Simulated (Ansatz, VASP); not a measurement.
**Bi in VASP and in Ansatz**

```
CELL_PARAMETERS angstrom
4.50620 0.00000 0.00000
-2.25310 3.90248 0.00000
0.00000 0.00000 9.50168
ATOMIC_POSITIONS crystal
Bi 0.00000 0.00000 0.80922
Bi 0.00000 0.00000 0.19078
Bi 0.33333 0.66667 0.63527
Bi 0.66667 0.33333 0.36473
```

Alike in both runs: task relaxation of cell and atoms; functional PBE; k mesh 12 × 12 × 6; occupations gaussian, width 0.1 eV; no spin polarisation.

|  | VASP | Ansatz |
| --- | --- | --- |
| version | VASP 6.6.1 | Ansatz 0.2.0 |
| potentials or method | VASP PAW PBE potentials, release 64 (Bi_d), cutoff 600 eV | scalar-relativistic, plane waves, PAW |
| valence electrons in the cell | 60 | 60 |

|  | VASP | Ansatz | Ansatz less VASP |
| --- | --- | --- | --- |
| gap on the k mesh at the Fermi level, each at its own relaxed structure (eV) | none | none | - |
| relaxed volume (Å³/atom) | 41.74 | 41.77 | +0.029 |
| relaxed length of the cell vector where the two differ most in proportion (Å) | 9.497 | 9.502 | +0.0049 |

A gap of «none» marks a metal or a gap that the smearing closes.

Spin-orbit coupling is off throughout.
